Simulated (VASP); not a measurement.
Here is a VASP 6.6.1 calculation.

INCAR

```
SYSTEM = BP
PREC = Accurate
ENCUT = 520
EDIFF = 1E-6
ISMEAR = 0
SIGMA = 0.01
LREAL = .FALSE.
LASPH = .TRUE.
NELM = 60
ALGO = Normal
ISIF = 2
LWAVE = .FALSE.
LCHARG = .FALSE.
GGA = PE
NBANDS = 11
```

The input KPOINTS:

```
regular mesh
0
G
  8 8 8
  0 0 0
```

Contents of POSCAR:

```
BP
1.0
    0.0000000000      2.2277929458      2.2277929458
    2.2277929458      0.0000000000      2.2277929458
    2.2277929458      2.2277929458      0.0000000000
B P
1 1
Direct
    0.0000000000      0.0000000000      0.0000000000
    0.2500000000      0.2500000000      0.2500000000
```

Potentials or basis: VASP PAW PBE potentials, release 64 (B, P).

Launch:

```bash
$ cat potpaw_PBE.64/B/POTCAR potpaw_PBE.64/P/POTCAR > POTCAR
$ mpirun -np 1 vasp_std > vasp.out
```

Question: Estimate the pressure.

Answer: 11.0 GPa.

Question: Predict the band gap on the k mesh.

Answer: 1.20 eV, indirect (least direct gap 3.49 eV).

 A k mesh can miss the band edges.
